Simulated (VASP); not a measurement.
Input of a VASP 6.6.1 run:

The input POSCAR:

```
V
1.0
    0.0000000000      2.5090591035      2.5090591035
    2.5090591035      0.0000000000      2.5090591035
    2.5090591035      2.5090591035      0.0000000000
V
2
Direct
    0.1250000000      0.1250000000      0.1250000000
    0.8750000000      0.8750000000      0.8750000000
```

Contents of INCAR.step1:

```
SYSTEM = V
  ALGO = Normal
  EDIFF = 1E-4
  ENCUT = 520
  GGA = PE
  ISMEAR = -1
  LASPH = .True.
  LCHARG = .False.
  LREAL = .False.
  LWAVE = .True.
  NBANDS = 20
  NELM = 100
  PREC = Accurate
  SIGMA = 0.1
```

Contents of INCAR.step2:

```
SYSTEM = V
  ALGO = Normal
  EDIFF = 1E-6
  ENCUT = 520
  ISIF = 2
  ISMEAR = -1
  ISTART = 1
  LASPH = .True.
  LCHARG = .False.
  LMIXTAU = .True.
  LREAL = .False.
  LWAVE = .False.
  METAGGA = R2SCAN
  NBANDS = 20
  NELM = 100
  PREC = Accurate
  SIGMA = 0.1
```

Contents of KPOINTS:

```
k-points
0
Gamma
  12 12 12
  0 0 0
```

Potentials or basis: VASP PAW PBE potentials, release 64 (V_sv).

Run with:

```bash
$ cat potpaw_PBE.64/V_sv/POTCAR > POTCAR
$ cp INCAR.step1 INCAR
$ mpirun -np 1 vasp_std > vasp.out
$ cp INCAR.step2 INCAR
$ mpirun -np 1 vasp_std > vasp.out
```

(1) What does it give for the pressure?

(2) Predict the band gap on the k mesh.

Answers

(1) 12.0 GPa.

(2) zero (bands 13 and 14 overlap by 1.55 eV).

Caveat: the cell stands under pressure; the PAW data sets were made with another functional, which shifts forces and pressure a little.
